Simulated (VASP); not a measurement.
# TiO2 (P4_2/mnm) in VASP: notebook

The runs below take TiO2 through single point, with PBE.

All numbers are computed with VASP 6.6.1; they aren't measurements. Logs are shortened: lines on timing, memory, paths and dates and some standing lists are left out, and cuts for length are marked.

## 1. The cell of the first run

Symmetry: P4_2/mnm, No. 136, tetragonal system. Conventional cell: a = 4.568 Å, b = 4.568 Å, c = 3.062 Å, α = 90.00°, β = 90.00°, γ = 90.00°. Ti (site symmetry mmm) has 6 O at 1.97 to 1.98 Å within 2.6 Å. Within 2.6 Å of O (site symmetry m2m) lie 3 Ti at 1.97 to 1.98 Å and 1 O at 2.52 Å.

## 2. Single point, PBE

Input file INCAR:

```
SYSTEM = TiO2
PREC = Accurate
ENCUT = 520
EDIFF = 1E-6
ISMEAR = 0
SIGMA = 0.05
LREAL = .False.
LASPH = .True.
NELM = 60
ALGO = Normal
ISIF = 2
LWAVE = .False.
LCHARG = .True.
GGA = PE
LELF = .True.
LVHAR = .True.
NBANDS = 33
```

Input file KPOINTS:

```
Automatic mesh
0
Gamma
  8 8 10
  0 0 0
```

Input file POSCAR:

```
TiO2
1.0
    4.5681632771      0.0000000000      0.0000000000
    0.0000000000      4.5681632771      0.0000000000
    0.0000000000      0.0000000000      3.0620196522
Ti O
2 4
Direct
    0.0000000000      0.0000000000      0.0000000000
    0.5000000000      0.5000000000      0.5000000000
    0.3051105247      0.3051105247      0.0000000000
    0.1948894753      0.8051105247      0.5000000000
    0.6948894753      0.6948894753      0.0000000000
    0.8051105247      0.1948894753      0.5000000000
```

Potentials or basis: VASP PAW PBE potentials, release 64 (Ti_sv, O).

On the command line:

```sh
> cat potpaw_PBE.64/Ti_sv/POTCAR potpaw_PBE.64/O/POTCAR > POTCAR
> mpirun -np 1 vasp_std > vasp.out
```

OUTCAR:

```text
SYSTEM = TiO2
   PREC = Accurate
   ENCUT = 520
   EDIFF = 1E-6
   ISMEAR = 0
   LREAL = .False.
   LASPH = .True.
   NELM = 60
   ISIF = 2
   GGA = PE

 ion  position               nearest neighbor table
   1  0.000  0.000  0.000-   3 1.97   5 1.97   4 1.98   6 1.98   4 1.98   6 1.98
   2  0.500  0.500  0.500-   4 1.97   6 1.97   5 1.98   3 1.98   3 1.98   5 1.98
   3  0.305  0.305  0.000-   1 1.97   2 1.98   2 1.98
   4  0.195  0.805  0.500-   2 1.97   1 1.98   1 1.98
   5  0.695  0.695  0.000-   1 1.97   2 1.98   2 1.98
   6  0.805  0.195  0.500-   2 1.97   1 1.98   1 1.98

  LATTYP: Found a simple tetragonal cell.
 ALAT       =     4.5681632771
 C/A-ratio  =     0.6702955797

  Lattice vectors:

 A1 = (   4.5681632771,   0.0000000000,   0.0000000000)
 A2 = (   0.0000000000,   4.5681632771,   0.0000000000)
 A3 = (   0.0000000000,   0.0000000000,   3.0620196522)

Analysis of symmetry for initial positions (statically):
=====================================================================
 Subroutine PRICEL returns:
 Original cell was already a primitive cell.

 Routine SETGRP: Setting up the symmetry group for a
 simple tetragonal supercell.

 Subroutine GETGRP returns: Found 16 space group operations
 (whereof  8 operations were pure point group operations)
 out of a pool of 16 trial point group operations.

The static configuration has the point symmetry D_2h.
 The point group associated with its full space group is D_4h.

Analysis of symmetry for dynamics (positions and initial velocities):
=====================================================================
 Subroutine PRICEL returns:
 Original cell was already a primitive cell.

 Routine SETGRP: Setting up the symmetry group for a
 simple tetragonal supercell.

 Subroutine GETGRP returns: Found 16 space group operations
 (whereof  8 operations were pure point group operations)
 out of a pool of 16 trial point group operations.

The dynamic configuration has the point symmetry D_2h.
 The point group associated with its full space group is D_4h.

 Subroutine INISYM returns: Found 16 space group operations
 (whereof  8 operations are pure point group operations),
 and found     1 'primitive' translations

----------------------------------------------------------------------------------------

                                     Primitive cell

  volume of cell :      63.8986

  direct lattice vectors                    reciprocal lattice vectors
     4.568163277  0.000000000  0.000000000     0.218906361  0.000000000  0.000000000
     0.000000000  4.568163277  0.000000000     0.000000000  0.218906361  0.000000000
     0.000000000  0.000000000  3.062019652     0.000000000  0.000000000  0.326581836

  length of vectors
     4.568163277  4.568163277  3.062019652     0.218906361  0.218906361  0.326581836

  position of ions in fractional coordinates (direct lattice)
     0.000000000  0.000000000  0.000000000
     0.500000000  0.500000000  0.500000000
     0.305110525  0.305110525  0.000000000
     0.194889475  0.805110525  0.500000000
     0.694889475  0.694889475  0.000000000
     0.805110525  0.194889475  0.500000000

  ion indices of the primitive-cell ions
   primitive index   ion index
                 1           1
                 2           2
                 3           3
                 4           4
                 5           5
                 6           6

----------------------------------------------------------------------------------------

 KPOINTS: Automatic mesh

Automatic generation of k-mesh.
 Grid dimensions read from file:
 generate k-points for:    8    8   10

 Generating k-lattice:

  Cartesian coordinates                     Fractional coordinates (reciprocal lattice)
     0.027363295  0.000000000  0.000000000     0.125000000  0.000000000  0.000000000
     0.000000000  0.027363295  0.000000000     0.000000000  0.125000000  0.000000000
     0.000000000  0.000000000  0.032658184     0.000000000  0.000000000  0.100000000

  Length of vectors
     0.027363295  0.027363295  0.032658184

  Shift w.r.t. Gamma in fractional coordinates (k-lattice)
     0.000000000  0.000000000  0.000000000

 Subroutine IBZKPT returns following result:
 ===========================================

 Found     90 irreducible k-points:

 Following reciprocal coordinates:
            Coordinates               Weight
  0.000000  0.000000  0.000000      1.000000
  0.125000  0.000000  0.000000      4.000000
  0.250000  0.000000  0.000000      4.000000
  0.375000  0.000000  0.000000      4.000000
  0.500000  0.000000  0.000000      2.000000
  0.125000  0.125000  0.000000      4.000000
[... 16 lines left out ...]
  0.375000  0.125000  0.100000     16.000000
  0.500000  0.125000  0.100000      8.000000
 [... further k-points ...]
   k-points           NKPTS =     90   k-points in BZ     NKDIM =     90   number of bands    NBANDS=     33
   number of dos      NEDOS =    301   number of ions     NIONS =      6
   total plane-waves  NPLWV =  31104
   dimension x,y,z NGX =    36 NGY =   36 NGZ =   24
   dimension x,y,z NGXF=    72 NGYF=   72 NGZF=   48
   ions per type =               2   4
   NGX,Y,Z   is equivalent  to a cutoff of  13.10, 13.10, 13.03 a.u.
   NGXF,Y,Z  is equivalent  to a cutoff of  26.20, 26.20, 26.06 a.u.
 SYSTEM =  TiO2
   PREC   = accura    normal or accurate (medium, high low for compatibility)
   ISTART =      0    job   : 0-new  1-cont  2-samecut
   ICHARG =      2    charge: 1-file 2-atom 10-const
   ISPIN  =      1    spin polarized calculation?
   LNONCOLLINEAR =      F non collinear calculations
   LSORBIT =      F    spin-orbit coupling
   LASPH  =      T    aspherical Exc in radial PAW
   ENCUT  =  520.0 eV  38.22 Ry    6.18 a.u.   8.49  8.49  5.69*2*pi/ulx,y,z
   NELM   =     60;   NELMIN=  2; NELMDL= -5     # of ELM steps
   EDIFF  = 0.1E-05   stopping-criterion for ELM
   LREAL  =      F    real-space projection
   EDIFFG = 0.1E-04   stopping-criterion for IOM
   NSW    =      0    number of steps for IOM
   IBRION =     -1    ionic relax: 0-MD 1-quasi-New 2-CG
   NFREE  =      0    steps in history (QN), initial steepest desc. (CG)
   ISIF   =      2    stress and relaxation
   ISYM   =      2    0-nonsym 1-usesym 2-fastsym
   POTIM  = 0.5000    time-step for ionic-motion
   TEBEG  =    0.0;   TEEND  =   0.0 temperature during run
   PSTRESS=    0.0 pullay stress
   NELECT =      48.0000    total number of electrons
   NUPDOWN=      -1.0000    fix difference up-down
   EMIN   =  10.00;   EMAX   =-10.00  energy-range for DOS
   EFERMI =   0.00;   METHOD = LEGACY
   ISMEAR =     0;   SIGMA  =   0.05  broadening in eV -4-tet -1-fermi 0-gaus
   EFERMI_NEDOS =   21; number of points for ismear=-14 and -15
   IALGO  =     38    algorithm
   IMIX   =      4    mixing-type and parameters
     AMIX     =   0.40;   BMIX     =  1.00
     AMIX_MAG =   1.60;   BMIX_MAG =  1.00
  volume/ion in A,a.u.               =      10.65        71.87
  Fermi-wavevector in a.u.,A,eV,Ry     =   1.488189  2.812270 30.132923  2.214707
  Thomas-Fermi vector in A             =   2.601255
   LORBIT       =      0    0 simple, 1 ext, 2 COOP (PROOUT), +10 PAW based schemes
   GGA     = PE    functional components
   LHFCALC =     F    Hartree Fock is set to
   AEXX    =    0.0000 exact exchange contribution
   IVDW    =     0    specifies the selected vdW correction
   LEPSILON=     F    determine dielectric tensor
   LRPA    =     F    only Hartree local field effects (RPA)
 non-spin polarized calculation
 Gauss-broadening in eV      SIGMA  =   0.05
  energy-cutoff  :      520.00
  volume of cell :       63.90
 maximum number of plane-waves:      1738
 NGX is ok and might be reduce to    36
   NGX = 17   NGY = 17   NGZ = 11

 number of electron      48.0000041 magnetization

 Free energy of the ion-electron system (eV)
  ---------------------------------------------------
  ext. energy  EPLUGINS =         0.00000000
  ---------------------------------------------------
  free energy    TOTEN  =       -53.60160521 eV

  energy without entropy =      -53.60160521  energy(sigma->0) =      -53.60160521

 E-fermi :   5.0408     XC(G=0): -11.3028

 val. band max:        4.7182924629   @ k =   0.0000   0.0000   0.0000
 cond. band min:       6.4794442523   @ k =   0.0000   0.0000   0.0000
 fundamental gap:      1.7611517893
 Fermi energy:         5.0408388161

 k-point     1 :       0.0000    0.0000    0.0000
  band No.  band energies     occupation
      1     -52.3991      2.00000
      2     -52.3829      2.00000
      3     -28.6841      2.00000
      4     -28.6841      2.00000
      5     -28.5308      2.00000
      6     -28.5308      2.00000
[... 25 lines left out ...]
     32      10.9447      0.00000
     33      10.9449      0.00000

 k-point     2 :       0.1250    0.0000    0.0000
  band No.  band energies     occupation
      1     -52.3985      2.00000
      2     -52.3835      2.00000
      3     -28.6796      2.00000
      4     -28.6791      2.00000
      5     -28.5364      2.00000
      6     -28.5358      2.00000
[... 25 lines left out ...]
     32      10.8865      0.00000
     33      10.9006      0.00000

 k-point     3 :       0.2500    0.0000    0.0000
  band No.  band energies     occupation
      1     -52.3967      2.00000
      2     -52.3852      2.00000
      3     -28.6669      2.00000
      4     -28.6653      2.00000
      5     -28.5515      2.00000
      6     -28.5499      2.00000
[... 25 lines left out ...]
     32      10.7446      0.00000
     33      10.7846      0.00000

 k-point     4 :       0.3750    0.0000    0.0000
  band No.  band energies     occupation
      1     -52.3941      2.00000
      2     -52.3879      2.00000
      3     -28.6493      2.00000
      4     -28.6472      2.00000
      5     -28.5710      2.00000
      6     -28.5688      2.00000
[... 25 lines left out ...]
     32      10.6062      0.00000
     33      10.6470      0.00000

 k-point     5 :       0.5000    0.0000    0.0000
  band No.  band energies     occupation
      1     -52.3909      2.00000
      2     -52.3909      2.00000
      3     -28.6375      2.00000
      4     -28.6375      2.00000
      5     -28.5812      2.00000
      6     -28.5812      2.00000
[... 604 lines left out ...]
 k-point    22 :       0.2500    0.1250    0.1000
  band No.  band energies     occupation
      1     -52.3935      2.00000
      2     -52.3834      2.00000
      3     -28.6740      2.00000
      4     -28.6397      2.00000
      5     -28.5760      2.00000
      6     -28.5424      2.00000
[... 25 lines left out ...]
     32      10.3841      0.00000
     33      10.7272      0.00000

 k-point    23 :       0.3750    0.1250    0.1000
  band No.  band energies     occupation
      1     -52.3911      2.00000
      2     -52.3857      2.00000
      3     -28.6623      2.00000
      4     -28.6311      2.00000
      5     -28.5860      2.00000
      6     -28.5534      2.00000
[... 25 lines left out ...]
     32      10.3155      0.00000
     33      10.6077      0.00000

 k-point    24 :       0.5000    0.1250    0.1000
  band No.  band energies     occupation
      1     -52.3884      2.00000
      2     -52.3884      2.00000
      3     -28.6448      2.00000
      4     -28.6448      2.00000
      5     -28.5723      2.00000
      6     -28.5723      2.00000
[... 25 lines left out ...]
     32      10.2913      0.00000
     33      10.7318      0.00000

 [... further k-points ...]

------------------------ aborting loop because EDIFF is reached ----------------------------------------

  FORCE on cell =-STRESS in cart. coord.  units (eV):
  Direction    XX          YY          ZZ          XY          YZ          ZX
  --------------------------------------------------------------------------------------
  -------------------------------------------------------------------------------------
  Total        1.0968554      1.0968554     -3.4774592      0.0000000      0.0000000      0.0000000
  in kB       27.5022820     27.5022820    -87.1929584      0.0000000      0.0000000      0.0000000
  external PRESSURE =     -10.7294648 kB  Pullay stress =       0.0000000 kB

 VOLUME and BASIS-vectors are now :
 -----------------------------------------------------------------------------
  energy-cutoff  :      520.00
  volume of cell :       63.90
      direct lattice vectors                 reciprocal lattice vectors
     4.568163277  0.000000000  0.000000000     0.218906361  0.000000000  0.000000000
     0.000000000  4.568163277  0.000000000     0.000000000  0.218906361  0.000000000
     0.000000000  0.000000000  3.062019652     0.000000000  0.000000000  0.326581836

 POSITION                                       TOTAL-FORCE (eV/Angst)
 -----------------------------------------------------------------------------------
      0.00000      0.00000      0.00000         0.000000     -0.000000      0.000000
      2.28408      2.28408      1.53101         0.000000     -0.000000      0.000000
      1.39379      1.39379      0.00000        -0.018559     -0.018559      0.000000
      0.89029      3.67788      1.53101         0.018559     -0.018559      0.000000
      3.17437      3.17437      0.00000         0.018559      0.018559     -0.000000
      3.67788      0.89029      1.53101        -0.018559      0.018559     -0.000000
 -----------------------------------------------------------------------------------
    total drift:                                0.000000      0.000000     -0.000000

  FREE ENERGIE OF THE ION-ELECTRON SYSTEM (eV)
  ---------------------------------------------------
  free  energy   TOTEN  =       -53.6016052097 eV

  energy  without entropy=      -53.6016052097  energy(sigma->0) =      -53.60160521
```

Run time: 95 s. Hardware: 1 thread of Intel Xeon Platinum 8488C (Sapphire Rapids), shared host; peak memory 0.27 GiB.

Results:

```yaml
Free_energy: -53.6016 eV
Pressure: -1.1 GPa
Largest_force: 0.026 eV/Å
Band_gap_on_the_k_mesh: 1.76 eV
```

Forces on the atoms (eV/Å):
```
Ti   0.000  0.000  0.000
Ti   0.000  0.000  0.000
O   -0.019 -0.019  0.000
O    0.019 -0.019  0.000
O    0.019  0.019  0.000
O   -0.019  0.019  0.000
```

Caveat: the stress differs along the axes, from -9 to 3 GPa. A k mesh can miss the band edges.

(Part 1 of 2 ends here.)
